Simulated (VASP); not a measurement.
Here is a VASP 6.6.1 calculation.

INCAR

```
  ALGO = Normal
  EDIFF = 1E-6
  ENCUT = 520
  GGA = PE
  ISIF = 2
  ISMEAR = 0
  ISPIN = 2
  LASPH = T
  LCHARG = F
  LMAXMIX = 4
  LORBIT = 11
  LREAL = F
  LWAVE = F
  MAGMOM = 0.43 0
  NBANDS = 21
  NELM = 150
  PREC = Accurate
  SIGMA = 0.1
```

The input KPOINTS:

```
k-points
0
Gamma
  20 20 20
```

The input POSCAR:

```
MoS
1.0
    0.0000000000      2.4781323691      2.4781323691
    2.4781323691      0.0000000000      2.4781323691
    2.4781323691      2.4781323691      0.0000000000
Mo S
1 1
Direct
    0.5000000000      0.5000000000      0.5000000000
    0.0000000000      0.0000000000      0.0000000000
```

Potentials or basis: VASP PAW PBE potentials, release 64 (Mo_sv, S).

Launch:

```console
$ cat potpaw_PBE.64/Mo_sv/POTCAR potpaw_PBE.64/S/POTCAR > POTCAR
$ mpirun -np 1 vasp_std > vasp.out
```

(1) Estimate the pressure.

(2) Estimate the net moment.

(3) What does it give for the site moments?

Answers

(1) 0.2 GPa.

(2) 0.11 μB per cell.

(3) Mo +0.10; S -0.00 μB.
